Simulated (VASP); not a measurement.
Here is a VASP 6.6.1 calculation.

The input INCAR:

```
SYSTEM = TaN
PREC     = Accurate       ! precision mode
ENCUT    = 520            ! plane-wave cutoff, eV
EDIFF    = 1E-7           ! SCF threshold, eV
ISMEAR   = 0              ! smearing method
SIGMA    = 0.1            ! smearing width, eV
LREAL    = Auto         
LASPH    = .TRUE.         ! aspherical terms in the spheres
NELM     = 60             ! most SCF steps
ALGO     = Normal         ! electronic algorithm
ISIF     = 2              ! what is computed and relaxed
LWAVE    = .FALSE.        ! write WAVECAR
LCHARG   = .FALSE.        ! write CHGCAR
LDIPOL   = .TRUE.       
IDIPOL   = 3            
DIPOL    = 0.5 0.5 0.501
GGA      = PE             ! functional
IVDW     = 12             ! dispersion correction
NBANDS   = 114            ! bands
```

The input KPOINTS:

```
Automatic mesh
0
G
  3 3 1
  0 0 0
```

The input POSCAR:

```
TaN
1.0
    5.7615861975      0.0000000000      0.0000000000
    0.0000000000      5.8570264691      0.0000000000
    0.0000000000      0.0000000000     21.9177226650
N Ta
12 12
Direct
    0.0000000000      0.7500000000      0.3650014248
    0.0000000000      0.2500000000      0.3650014248
    0.5000000000      0.7500000000      0.3650014248
    0.5000000000      0.2500000000      0.3650014248
    0.0000000000      0.5000000000      0.4807144893
    0.0000000000      0.0000000000      0.4807144893
    0.5000000000      0.5000000000      0.4807144893
    0.5000000000      0.0000000000      0.4807144893
    0.0000000000      0.2500000000      0.5977707768
    0.0000000000      0.7500000000      0.5977707768
    0.5000000000      0.2500000000      0.5977707768
    0.5000000000      0.7500000000      0.5977707768
    0.2500000000      0.0000000000      0.4035724463
    0.2500000000      0.5000000000      0.4035724463
    0.7500000000      0.0000000000      0.4035724463
    0.7500000000      0.5000000000      0.4035724463
    0.2500000000      0.7500000000      0.5207059644
    0.2500000000      0.2500000000      0.5207059644
    0.7500000000      0.7500000000      0.5207059644
    0.7500000000      0.2500000000      0.5207059644
    0.2500000000      0.5000000000      0.6372155205
    0.2500000000      0.0000000000      0.6372155205
    0.7500000000      0.5000000000      0.6372155205
    0.7500000000      0.0000000000      0.6372155205
```

Potentials or basis: VASP PAW PBE potentials, release 64 (N, Ta_pv).

Launch:

```bash
$ cat potpaw_PBE.64/N/POTCAR potpaw_PBE.64/Ta_pv/POTCAR > POTCAR
$ mpirun -np 1 vasp_std > vasp.out
```

**Question.** Predict the largest force.

**Answer.** 3.314 eV/Å.

**Question.** Predict the band gap on the k mesh.

**Answer.** Zero (bands 96 and 97 overlap by 0.03 eV).

**Question.** Estimate the dispersion energy per atom.

**Answer.** -0.320 eV.

Forces on the atoms (eV/Å):
```
N    0.000  0.000  2.946
N    0.000  0.000  2.946
N    0.000  0.000  2.946
N    0.000  0.000  2.946
N    0.000  0.000  0.334
N    0.000  0.000  0.334
N    0.000  0.000  0.334
N    0.000  0.000  0.334
N    0.000  0.000 -0.009
N    0.000  0.000 -0.009
N    0.000  0.000 -0.009
N    0.000  0.000 -0.009
Ta   0.000  0.000 -3.314
Ta   0.000  0.000 -3.314
Ta   0.000  0.000 -3.314
Ta   0.000  0.000 -3.314
Ta   0.000  0.000  0.004
Ta   0.000  0.000  0.004
Ta   0.000  0.000  0.004
Ta   0.000  0.000  0.004
Ta   0.000  0.000  0.039
Ta   0.000  0.000  0.039
Ta   0.000  0.000  0.039
Ta   0.000  0.000  0.039
```

Caveat: the k points lie up to 0.36 Å⁻¹ apart; spin-orbit coupling is left out, which moves the levels of the heavy elements.
